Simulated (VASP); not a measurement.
# AlNi2 (P-3m1) in VASP: a series of runs, part 2 of 2

VASP 6.6.1.

## 5. Single point, PBEsol (11.86 Å³/atom)

This run uses another cell than the first one, of 11.86 Å³/atom.

File INCAR:

```
  ALGO = Fast
  EDIFF = 1E-6
  ENCUT = 520
  GGA = PS
  ISIF = 2
  ISMEAR = 0
  LASPH = True
  LCHARG = False
  LREAL = False
  LWAVE = False
  NBANDS = 32
  NELM = 60
  PREC = Accurate
  SIGMA = 0.1
```

File KPOINTS:

```
k-points
0
Gamma
  12 12 8
```

File POSCAR:

```
AlNi2
1.0
    4.0510287883      0.0000000000      0.0000000000
   -2.0255143941      3.5082938422      0.0000000000
    0.0000000000      0.0000000000      5.0067841500
Al Ni
2 4
Direct
    0.3333333333      0.6666666667      0.1947094070
    0.6666666667      0.3333333333      0.8052905930
    0.3333333333      0.6666666667      0.6889891421
    0.6666666667      0.3333333333      0.3110108579
    0.0000000000      0.0000000000      0.5000000000
    0.0000000000      0.0000000000      0.0000000000
```

Potentials or basis: VASP PAW PBE potentials, release 64 (Al, Ni).

On the command line:

```
$ cat potpaw_PBE.64/Al/POTCAR potpaw_PBE.64/Ni/POTCAR > POTCAR
$ mpirun -np 1 vasp_std > vasp.out
```

OUTCAR:

```text
EDIFF = 1E-6
   ENCUT = 520
   GGA = PS
   ISIF = 2
   ISMEAR = 0
   LASPH = True
   LREAL = False
   NELM = 60
   PREC = Accurate

 ion  position               nearest neighbor table
   1  0.333  0.667  0.195-   4 2.41   4 2.41   4 2.41   3 2.47   3 2.53   6 2.53   6 2.53   6 2.53
                             5 2.79   5 2.79   5 2.79   2 3.04   2 3.04   2 3.04
   2  0.667  0.333  0.805-   3 2.41   3 2.41   3 2.41   4 2.47   4 2.53   6 2.53   6 2.53   6 2.53
                             5 2.79   5 2.79   5 2.79   1 3.04   1 3.04   1 3.04
   3  0.333  0.667  0.689-   2 2.41   2 2.41   2 2.41   1 2.47   5 2.52   5 2.52   5 2.52   1 2.53
                             6 2.81   6 2.81   6 2.81   4 3.01   4 3.01   4 3.01
   4  0.667  0.333  0.311-   1 2.41   1 2.41   1 2.41   2 2.47   5 2.52   5 2.52   5 2.52   2 2.53
                             6 2.81   6 2.81   6 2.81   3 3.01   3 3.01   3 3.01
   5  0.000  0.000  0.500-   6 2.50   6 2.50   3 2.52   4 2.52   4 2.52   3 2.52   4 2.52   3 2.52
                             1 2.79   2 2.79   1 2.79   2 2.79   2 2.79   1 2.79
   6  0.000  0.000  0.000-   5 2.50   5 2.50   1 2.53   2 2.53   2 2.53   1 2.53   2 2.53   1 2.53
                             3 2.81   4 2.81   4 2.81   3 2.81   3 2.81   4 2.81

  LATTYP: Found a hexagonal cell.
 ALAT       =     4.0510287883
 C/A-ratio  =     1.2359290471

  Lattice vectors:

 A1 = (   4.0510287883,   0.0000000000,   0.0000000000)
 A2 = (  -2.0255143941,   3.5082938422,   0.0000000000)
 A3 = (   0.0000000000,   0.0000000000,   5.0067841500)

Analysis of symmetry for initial positions (statically):
=====================================================================
 Subroutine PRICEL returns:
 Original cell was already a primitive cell.

 Routine SETGRP: Setting up the symmetry group for a
 hexagonal supercell.

 Subroutine GETGRP returns: Found 12 space group operations
 (whereof 12 operations were pure point group operations)
 out of a pool of 24 trial point group operations.

The static configuration has the point symmetry D_3d.

[... 136 lines left out ...]
   EFERMI_NEDOS =   21; number of points for ismear=-14 and -15
   IALGO  =     68    algorithm
   IMIX   =      4    mixing-type and parameters
     AMIX     =   0.40;   BMIX     =  1.00
     AMIX_MAG =   1.60;   BMIX_MAG =  1.00
  volume/ion in A,a.u.               =      11.86        80.03
  Fermi-wavevector in a.u.,A,eV,Ry     =   1.415535  2.674974 27.262543  2.003740
  Thomas-Fermi vector in A             =   2.536964
   LORBIT       =      0    0 simple, 1 ext, 2 COOP (PROOUT), +10 PAW based schemes
   GGA     = PS    functional components
   LHFCALC =     F    Hartree Fock is set to
   AEXX    =    0.0000 exact exchange contribution
   IVDW    =     0    specifies the selected vdW correction
   LEPSILON=     F    determine dielectric tensor
   LRPA    =     F    only Hartree local field effects (RPA)
 non-spin polarized calculation
 RMM-DIIS sequential band-by-band and
 Gauss-broadening in eV      SIGMA  =   0.10
  energy-cutoff  :      520.00
  volume of cell :       71.16
 maximum number of plane-waves:      1938
   NGX = 15   NGY = 15   NGZ = 19

 number of electron      45.9999933 magnetization

 Free energy of the ion-electron system (eV)
  ---------------------------------------------------
  ext. energy  EPLUGINS =         0.00000000
  ---------------------------------------------------
  free energy    TOTEN  =       -35.70065473 eV

  energy without entropy =      -35.68614600  energy(sigma->0) =      -35.69340037

 E-fermi :   9.1517     XC(G=0): -12.4395

 val. band max:        9.1484543059   @ k =   0.5000  -0.0000   0.2500
 cond. band min:       9.1566382373   @ k =   0.2500   0.1667   0.2500
 fundamental gap:      0.0081839314
 Fermi energy:         9.1517263741

 k-point     1 :       0.0000    0.0000    0.0000
  band No.  band energies     occupation
      1      -1.0288      2.00000
      2       4.0765      2.00000
      3       4.3274      2.00000
      4       5.6146      2.00000
      5       5.6146      2.00000
      6       6.0997      2.00000
[... 829 lines left out ...]
     31      15.5430      0.00000
     32      15.9491      0.00000

 [... further k-points ...]
[... 5 lines left out ...]
  --------------------------------------------------------------------------------------
  -------------------------------------------------------------------------------------
  Total       -4.2101559     -4.2101559     -4.2201115     -0.0000000     -0.0000000     -0.0000000
  in kB      -94.7956926    -94.7956926    -95.0198514     -0.0000000     -0.0000000     -0.0000000
  external PRESSURE =     -94.8704122 kB  Pullay stress =       0.0000000 kB

 VOLUME and BASIS-vectors are now :
 -----------------------------------------------------------------------------
  energy-cutoff  :      520.00
  volume of cell :       71.16
      direct lattice vectors                 reciprocal lattice vectors
     4.051028788  0.000000000  0.000000000     0.246850875  0.142519419  0.000000000
    -2.025514394  3.508293842  0.000000000     0.000000000  0.285038838  0.000000000
     0.000000000  0.000000000  5.006784150     0.000000000  0.000000000  0.199729002

 POSITION                                       TOTAL-FORCE (eV/Angst)
 -----------------------------------------------------------------------------------
     -0.00000      2.33886      0.97487         0.000000     -0.000000      0.000802
      2.02551      1.16943      4.03192        -0.000000      0.000000     -0.000802
     -0.00000      2.33886      3.44962        -0.000000      0.000000     -0.002937
      2.02551      1.16943      1.55716         0.000000      0.000000      0.002937
      0.00000      0.00000      2.50339         0.000000      0.000000      0.000000
      0.00000      0.00000      0.00000         0.000000      0.000000      0.000000
 -----------------------------------------------------------------------------------
    total drift:                                0.000000     -0.000000      0.000000

  FREE ENERGIE OF THE ION-ELECTRON SYSTEM (eV)
  ---------------------------------------------------
  free  energy   TOTEN  =       -35.7006547319 eV

  energy  without entropy=      -35.6861460024  energy(sigma->0) =      -35.69340037
```

It took 2.6 min on 1 thread of Intel Xeon 6975P-C (Granite Rapids), shared host; peak memory 0.35 GiB.

What came out:

```
Free energy            : -35.7007 eV
Pressure               : -9.5 GPa
Band gap on the k mesh : zero (bands 23 and 24 overlap by 4.17 eV)
```

Forces on the atoms (eV/Å):
```
Al   0.000  0.000  0.001
Al   0.000  0.000 -0.001
Ni   0.000  0.000 -0.003
Ni   0.000  0.000  0.003
Ni   0.000  0.000  0.000
Ni   0.000  0.000  0.000
```

Caveat: the cell stands under tension; the PAW data sets were made with another functional, which shifts forces and pressure a little. Spin polarisation is off, so any magnetic state and its effect on volume and gap are missing.

## 6. Summary

| cell | further INCAR settings | gap on the mesh (eV) | pressure (GPa) | largest force (eV/Å) |
| --- | --- | --- | --- | --- |
| a = 3.895, b = 3.895, c = 4.802 Å, angles 90.0, 90.0, 120.0°, 6 atoms, atomic positions A | ALGO = Fast; EDIFF = 1e-06; NBANDS = 32 | none | 13.7 | 0.02 |
| a = 3.936, b = 3.936, c = 4.854 Å, angles 90.0, 90.0, 120.0°, 6 atoms, atomic positions B | ALGO = Fast; EDIFF = 1e-07; NBANDS = 32 | none | 6.3 | 0.02 |
| a = 4.013, b = 4.013, c = 4.957 Å, angles 90.0, 90.0, 120.0°, 6 atoms, atomic positions C | ALGO = Fast; EDIFF = 1e-06; NBANDS = 32 | none | -5.1 | - |
| a = 4.051, b = 4.051, c = 5.007 Å, angles 90.0, 90.0, 120.0°, 6 atoms, atomic positions D | ALGO = Fast; EDIFF = 1e-06; NBANDS = 32 | none | -9.5 | - |

Alike in all rows: task single point; level PBEsol; potentials or basis VASP PAW PBE potentials, release 64 (Al, Ni); no spin polarisation; k mesh 12 × 12 × 8; cutoff (eV) 520; smearing gaussian 0.1 eV.

Caveats: the PAW data sets were made with another functional, which shifts forces and pressure a little; the cell stands under pressure (at least some runs); the cell stands under tension (at least some runs).

Absolute energies hang on the potentials; compare differences alone.
